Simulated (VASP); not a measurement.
Set up this calculation in VASP 6.6.1, as the native input.

* Task: single point
* Functional: PBE
* Potentials or basis: VASP PAW PBE potentials, release 64 (Tl_d)
* Cutoff: 520 eV
* k mesh: 10 × 10 × 6
* Occupations: fermi-dirac, width 0.03 eV
* Spin: no spin polarisation
* Dipole correction: no
* Further INCAR settings: ALGO = Normal; EDIFF = 1e-06; NBANDS = 20

The structure of Tl lies in POSCAR:

```
Tl
1.0
    3.5902820628      0.0000000000      0.0000000000
   -1.7951410314      3.1092754731      0.0000000000
    0.0000000000      0.0000000000      5.6419406004
Tl
2
Direct
    0.3333333333      0.6666666667      0.2500000000
    0.6666666667      0.3333333333      0.7500000000
```

These files were run (other wordings do the same):

INCAR

```
SYSTEM = Tl
PREC = Accurate
ENCUT = 520
EDIFF = 1E-6
ISMEAR = -1
SIGMA = 0.03
LREAL = .FALSE.
LASPH = .TRUE.
NELM = 100
ALGO = Normal
ISIF = 2
LWAVE = .FALSE.
LCHARG = .TRUE.
GGA = PE
LELF = .TRUE.
LVHAR = .TRUE.
NBANDS = 20
```

KPOINTS

```
Automatic mesh
0
G
  10 10 6
  0 0 0
```

Potentials or basis: VASP PAW PBE potentials, release 64 (Tl_d).

The run is started by

```sh
$ cat potpaw_PBE.64/Tl_d/POTCAR > POTCAR
$ mpirun -np 1 vasp_std > vasp.out
```

It gave:

The pressure is -0.1 GPa and the band gap on the k mesh is zero (bands 13 and 14 overlap by 5.28 eV).

Caveat: spin-orbit coupling is left out, which moves the levels of the heavy elements.

Run time: 81 s on 1 thread of Intel Xeon 8259CL (shared host), peak memory 0.21 GiB.
